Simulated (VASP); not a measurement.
# Cd3HgSe4 (P1) in VASP: single point with PBE

Aim: the single point of Cd3HgSe4 with PBE.

Everything below comes from runs of VASP 6.6.1. Logs are shortened: lines on timing, memory, paths and dates and some standing lists are left out, and cuts for length are marked.

## 1. The cell of the first run

The typed cell holds 8 atoms: a = 6.208 Å, b = 6.218 Å, c = 6.202 Å, α = 89.79°, β = 90.15°, γ = 90.19°.

## 2. Single point, PBE

INCAR reads:

```
  PREC = Accurate
  ENCUT = 520
  EDIFF = 1E-6
  ISMEAR = 0
  SIGMA = 0.2
  LREAL = False
  LASPH = True
  NELM = 60
  ALGO = Normal
  ISIF = 2
  LWAVE = False
  LCHARG = False
  GGA = PE
  NBANDS = 46
```

KPOINTS reads:

```
regular mesh
0
Gamma
  4 4 4
```

POSCAR reads:

```
Cd3HgSe4
1.0
    6.2077165874     -0.0101907918     -0.0083606832
   -0.0104316436      6.2183388302      0.0115286226
   -0.0081335914      0.0110097927      6.2020262378
Cd Hg Se
3 1 4
Direct
    0.4978615440      0.0021654331     -0.0017388365
   -0.0025366513     -0.0016225100      0.5013019780
    0.0016938874      0.4984055974      0.0022790455
    0.5015739995      0.5028062557      0.4995477334
    0.7522525805      0.2486919335      0.7512850374
    0.7519804379      0.7522733437      0.2450767113
    0.2491063177      0.2465825655      0.2506414320
    0.2480678844      0.7506973811      0.7516068987
```

Potentials or basis: VASP PAW PBE potentials, release 64 (Cd, Hg, Se).

Command:

```console
$ cat potpaw_PBE.64/Cd/POTCAR potpaw_PBE.64/Hg/POTCAR potpaw_PBE.64/Se/POTCAR > POTCAR
$ mpirun -np 1 vasp_std > vasp.out
```

OUTCAR:

```text
PREC = Accurate
   ENCUT = 520
   EDIFF = 1E-6
   ISMEAR = 0
   LREAL = False
   LASPH = True
   NELM = 60
   ISIF = 2
   GGA = PE

 ion  position               nearest neighbor table
   1  0.498  0.002  0.998-   5 2.68   8 2.68   7 2.68   6 2.69
   2  0.997  0.998  0.501-   6 2.68   8 2.68   5 2.68   7 2.69
   3  0.002  0.498  0.002-   7 2.68   8 2.68   6 2.68   5 2.69
   4  0.502  0.503  0.500-   6 2.70   5 2.71   8 2.71   7 2.71
   5  0.752  0.249  0.751-   1 2.68   2 2.68   3 2.69   4 2.71
   6  0.752  0.752  0.245-   2 2.68   3 2.68   1 2.69   4 2.70
   7  0.249  0.247  0.251-   3 2.68   1 2.68   2 2.69   4 2.71
   8  0.248  0.751  0.752-   1 2.68   2 2.68   3 2.68   4 2.71

  LATTYP: Found a triclinic cell.
 ALAT       =     6.2020413434
 B/A-ratio  =     1.4129785087
 C/A-ratio  =     1.0026308956
 COS(alpha) =     0.0002170054
 COS(beta)  =     0.0036313441
 COS(gamma) =     0.7058397484

  Lattice vectors:

 A1 = (  -0.0081335914,   0.0110097927,   6.2020262378)
 A2 = (   6.1995829960,   0.0008190009,   6.1936655546)
 A3 = (  -0.0104316436,   6.2183388302,   0.0115286226)

Analysis of symmetry for initial positions (statically):
=====================================================================
 Subroutine PRICEL returns:
 Original cell was already a primitive cell.

 Routine SETGRP: Setting up the symmetry group for a
 triclinic supercell.

 Subroutine GETGRP returns: Found  1 space group operations
 (whereof  1 operations were pure point group operations)
 out of a pool of  2 trial point group operations.

The static configuration has the point symmetry C_1 .

Analysis of symmetry for dynamics (positions and initial velocities):
=====================================================================
 Subroutine PRICEL returns:
 Original cell was already a primitive cell.

 Routine SETGRP: Setting up the symmetry group for a
 triclinic supercell.

 Subroutine GETGRP returns: Found  1 space group operations
 (whereof  1 operations were pure point group operations)
 out of a pool of  2 trial point group operations.

The dynamic configuration has the point symmetry C_1 .

 Subroutine INISYM returns: Found  1 space group operations
 (whereof  1 operations are pure point group operations),
 and found     1 'primitive' translations

----------------------------------------------------------------------------------------

                                     Primitive cell

  volume of cell :     239.4068

  direct lattice vectors                    reciprocal lattice vectors
     6.207716587 -0.010190792 -0.008360683     0.161090555  0.000269848  0.000210782
    -0.010431644  6.218338830  0.011528623     0.000263616  0.160815624 -0.000285133
    -0.008133591  0.011009793  6.202026238     0.000216669 -0.000298568  0.161238442

  length of vectors
     6.207730582  6.218358267  6.202041343     0.161090919  0.160816093  0.161238864

  position of ions in fractional coordinates (direct lattice)
     0.497861544  0.002165433  0.998261163
     0.997463349  0.998377490  0.501301978
     0.001693887  0.498405597  0.002279046
     0.501574000  0.502806256  0.499547733
     0.752252580  0.248691933  0.751285037
     0.751980438  0.752273344  0.245076711
     0.249106318  0.246582565  0.250641432
     0.248067884  0.750697381  0.751606899

  ion indices of the primitive-cell ions
   primitive index   ion index
                 1           1
                 2           2
                 3           3
                 4           4
                 5           5
                 6           6
                 7           7
                 8           8

----------------------------------------------------------------------------------------

 KPOINTS: regular mesh

Automatic generation of k-mesh.
 Grid dimensions read from file:
 generate k-points for:    4    4    4

 Generating k-lattice:

  Cartesian coordinates                     Fractional coordinates (reciprocal lattice)
     0.040272639  0.000067462  0.000052695     0.250000000  0.000000000  0.000000000
     0.000065904  0.040203906 -0.000071283     0.000000000  0.250000000  0.000000000
     0.000054167 -0.000074642  0.040309611     0.000000000 -0.000000000  0.250000000

  Length of vectors
     0.040272730  0.040204023  0.040309716

  Shift w.r.t. Gamma in fractional coordinates (k-lattice)
     0.000000000  0.000000000  0.000000000

 Subroutine IBZKPT returns following result:
 ===========================================

 Found     36 irreducible k-points:

 Following reciprocal coordinates:
            Coordinates               Weight
  0.000000  0.000000  0.000000      1.000000
  0.250000 -0.000000  0.000000      2.000000
  0.500000 -0.000000  0.000000      1.000000
  0.000000  0.250000 -0.000000      2.000000
  0.250000  0.250000 -0.000000      2.000000
  0.500000  0.250000 -0.000000      2.000000
[... 16 lines left out ...]
 -0.000000 -0.250000  0.250000      2.000000
  0.250000 -0.250000  0.250000      2.000000
 [... further k-points ...]
   k-points           NKPTS =     36   k-points in BZ     NKDIM =     36   number of bands    NBANDS=     46
   number of dos      NEDOS =    301   number of ions     NIONS =      8
   total plane-waves  NPLWV = 110592
   dimension x,y,z NGX =    48 NGY =   48 NGZ =   48
   dimension x,y,z NGXF=    96 NGYF=   96 NGZF=   96
   ions per type =               3   1   4
   NGX,Y,Z   is equivalent  to a cutoff of  12.85, 12.83, 12.87 a.u.
   NGXF,Y,Z  is equivalent  to a cutoff of  25.71, 25.67, 25.73 a.u.
 SYSTEM =  unknown system
   PREC   = accura    normal or accurate (medium, high low for compatibility)
   ISTART =      0    job   : 0-new  1-cont  2-samecut
   ICHARG =      2    charge: 1-file 2-atom 10-const
   ISPIN  =      1    spin polarized calculation?
   LNONCOLLINEAR =      F non collinear calculations
   LSORBIT =      F    spin-orbit coupling
   LASPH  =      T    aspherical Exc in radial PAW
   ENCUT  =  520.0 eV  38.22 Ry    6.18 a.u.  11.54 11.56 11.53*2*pi/ulx,y,z
   NELM   =     60;   NELMIN=  2; NELMDL= -5     # of ELM steps
   EDIFF  = 0.1E-05   stopping-criterion for ELM
   LREAL  =      F    real-space projection
   EDIFFG = 0.1E-04   stopping-criterion for IOM
   NSW    =      0    number of steps for IOM
   IBRION =     -1    ionic relax: 0-MD 1-quasi-New 2-CG
   NFREE  =      0    steps in history (QN), initial steepest desc. (CG)
   ISIF   =      2    stress and relaxation
   ISYM   =      2    0-nonsym 1-usesym 2-fastsym
   POTIM  = 0.5000    time-step for ionic-motion
   TEBEG  =    0.0;   TEEND  =   0.0 temperature during run
   PSTRESS=    0.0 pullay stress
   NELECT =      72.0000    total number of electrons
   NUPDOWN=      -1.0000    fix difference up-down
   EMIN   =  10.00;   EMAX   =-10.00  energy-range for DOS
   EFERMI =   0.00;   METHOD = LEGACY
   ISMEAR =     0;   SIGMA  =   0.20  broadening in eV -4-tet -1-fermi 0-gaus
   EFERMI_NEDOS =   21; number of points for ismear=-14 and -15
   IALGO  =     38    algorithm
   IMIX   =      4    mixing-type and parameters
     AMIX     =   0.40;   BMIX     =  1.00
     AMIX_MAG =   1.60;   BMIX_MAG =  1.00
  volume/ion in A,a.u.               =      29.93       201.95
  Fermi-wavevector in a.u.,A,eV,Ry     =   1.096832  2.072712 16.368363  1.203041
  Thomas-Fermi vector in A             =   2.233181
   LORBIT       =      0    0 simple, 1 ext, 2 COOP (PROOUT), +10 PAW based schemes
   GGA     = PE    functional components
   LHFCALC =     F    Hartree Fock is set to
   AEXX    =    0.0000 exact exchange contribution
   IVDW    =     0    specifies the selected vdW correction
   LEPSILON=     F    determine dielectric tensor
   LRPA    =     F    only Hartree local field effects (RPA)
 non-spin polarized calculation
 Gauss-broadening in eV      SIGMA  =   0.20
  energy-cutoff  :      520.00
  volume of cell :      239.41
 maximum number of plane-waves:      6474
 NGX is ok and might be reduce to    48
   NGX = 23   NGY = 23   NGZ = 23

 number of electron      72.0000000 magnetization

 Free energy of the ion-electron system (eV)
  ---------------------------------------------------
  ext. energy  EPLUGINS =         0.00000000
  ---------------------------------------------------
  free energy    TOTEN  =       -20.55791293 eV

  energy without entropy =      -20.55113763  energy(sigma->0) =      -20.55452528

 E-fermi :   0.7839     XC(G=0):  -8.6457

 val. band max:        0.7368501926   @ k =   0.0000   0.0000   0.0000
 cond. band min:       1.9710995677   @ k =   0.5000   0.5000   0.5000
 fundamental gap:      1.2342493751
 Fermi energy:         0.7838713274

 k-point     1 :       0.0000    0.0000    0.0000
  band No.  band energies     occupation
      1     -11.8180      2.00000
      2     -11.3693      2.00000
      3     -11.3662      2.00000
      4     -11.3588      2.00000
      5      -7.1713      2.00000
      6      -7.1700      2.00000
[... 38 lines left out ...]
     45       6.4927      0.00000
     46       6.5020      0.00000

 k-point     2 :       0.2500   -0.0000    0.0000
  band No.  band energies     occupation
      1     -11.7528      2.00000
      2     -11.4316      2.00000
      3     -11.3676      2.00000
      4     -11.3624      2.00000
      5      -7.1544      2.00000
      6      -7.1539      2.00000
[... 38 lines left out ...]
     45       6.9253      0.00000
     46       6.9592      0.00000

 k-point     3 :       0.5000   -0.0000    0.0000
  band No.  band energies     occupation
      1     -11.6056      2.00000
      2     -11.5799      2.00000
      3     -11.3679      2.00000
      4     -11.3629      2.00000
      5      -7.1236      2.00000
      6      -7.1230      2.00000
[... 38 lines left out ...]
     45       6.9179      0.00000
     46       6.9182      0.00000

 k-point     4 :       0.0000    0.2500   -0.0000
  band No.  band energies     occupation
      1     -11.7529      2.00000
      2     -11.4320      2.00000
      3     -11.3694      2.00000
      4     -11.3601      2.00000
      5      -7.1552      2.00000
      6      -7.1533      2.00000
[... 920 lines left out ...]
     45       7.1454      0.00000
     46       7.1733      0.00000

 k-point    23 :      -0.0000   -0.2500    0.2500
  band No.  band energies     occupation
      1     -11.6958      2.00000
      2     -11.4291      2.00000
      3     -11.4156      2.00000
      4     -11.3734      2.00000
      5      -7.1524      2.00000
      6      -7.1479      2.00000
[... 38 lines left out ...]
     45       6.8005      0.00000
     46       7.0504      0.00000

 k-point    24 :       0.2500   -0.2500    0.2500
  band No.  band energies     occupation
      1     -11.6491      2.00000
      2     -11.4292      2.00000
      3     -11.4211      2.00000
      4     -11.4121      2.00000
      5      -7.1494      2.00000
      6      -7.1479      2.00000
[... 38 lines left out ...]
     45       6.9666      0.00000
     46       6.9863      0.00000

 [... further k-points ...]

------------------------ aborting loop because EDIFF is reached ----------------------------------------

  FORCE on cell =-STRESS in cart. coord.  units (eV):
  Direction    XX          YY          ZZ          XY          YZ          ZX
  --------------------------------------------------------------------------------------
  -------------------------------------------------------------------------------------
  Total        0.4714805      0.4302200      0.4923582      0.0955765     -0.1050082      0.0584434
  in kB        3.1552797      2.8791530      3.2949987      0.6396245     -0.7027446      0.3911195
  external PRESSURE =       3.1098105 kB  Pullay stress =       0.0000000 kB

 VOLUME and BASIS-vectors are now :
 -----------------------------------------------------------------------------
  energy-cutoff  :      520.00
  volume of cell :      239.41
      direct lattice vectors                 reciprocal lattice vectors
     6.207716587 -0.010190792 -0.008360683     0.161090555  0.000269848  0.000210782
    -0.010431644  6.218338830  0.011528623     0.000263616  0.160815624 -0.000285133
    -0.008133591  0.011009793  6.202026238     0.000216669 -0.000298568  0.161238442

 POSITION                                       TOTAL-FORCE (eV/Angst)
 -----------------------------------------------------------------------------------
      3.08244      0.01938      6.18710         0.006677     -0.009907      0.015179
      6.17748      6.20360      3.11226         0.013160      0.008610     -0.008984
      0.00530      3.09926      0.01987        -0.007277     -0.009728     -0.009886
      3.10432      3.12701      3.09981        -0.006599     -0.008612     -0.002501
      4.66107      1.54706      4.65607         0.005073      0.010329      0.007039
      4.65824      4.67293      1.52236        -0.006286      0.000628      0.010531
      1.54177      1.53355      1.55524        -0.005843      0.012828     -0.006805
      1.52599      4.67384      4.66807         0.001095     -0.004148     -0.004573
 -----------------------------------------------------------------------------------
    total drift:                                0.000183      0.000439     -0.000310

  FREE ENERGIE OF THE ION-ELECTRON SYSTEM (eV)
  ---------------------------------------------------
  free  energy   TOTEN  =       -20.5579129283 eV

  energy  without entropy=      -20.5511376268  energy(sigma->0) =      -20.55452528
```

Wall time 8.4 min (1 thread of Intel Xeon 8259CL, shared host); peak memory 0.56 GiB.

Results:

```yaml
Free_energy: -20.5579 eV
Pressure: 0.3 GPa
Largest_force: 0.019 eV/Å
```

Forces in eV/Å, atoms in the order of the input:
```
Cd   0.007 -0.010  0.015
Cd   0.013  0.009 -0.009
Cd  -0.007 -0.010 -0.010
Hg  -0.007 -0.009 -0.003
Se   0.005  0.010  0.007
Se  -0.006  0.001  0.011
Se  -0.006  0.013 -0.007
Se   0.001 -0.004 -0.005
```

Levels at points of the mesh, in eV from the Fermi level:
```tsv
k point	band 33	band 34	band 35	band 36	band 37	band 38	band 39	band 40
(0.00, 0.00, 0.00)	-1.85	-0.16	-0.14	-0.14	-0.05	2.77	3.07	3.08
(0.50, 0.00, 0.00)	-1.20	-1.18	-1.04	-1.02	2.48	2.87	3.78	4.05
(0.00, 0.50, 0.00)	-1.19	-1.18	-1.04	-1.02	2.48	2.87	3.78	4.06
(0.50, 0.50, 0.00)	-1.00	-0.88	-0.83	-0.81	2.51	3.32	3.34	3.40
(0.00, 0.00, 0.50)	-1.20	-1.18	-1.05	-1.02	2.49	2.88	3.78	4.05
(0.50, 0.00, 0.50)	-1.00	-0.87	-0.82	-0.80	2.51	3.32	3.34	3.40
(0.00, 0.50, 0.50)	-1.00	-0.88	-0.82	-0.81	2.51	3.31	3.34	3.40
(0.50, 0.50, 0.50)	-0.91	-0.76	-0.74	-0.73	1.19	2.08	2.08	2.11
```

Caveat: spin-orbit coupling is left out, which moves the levels of the heavy elements.
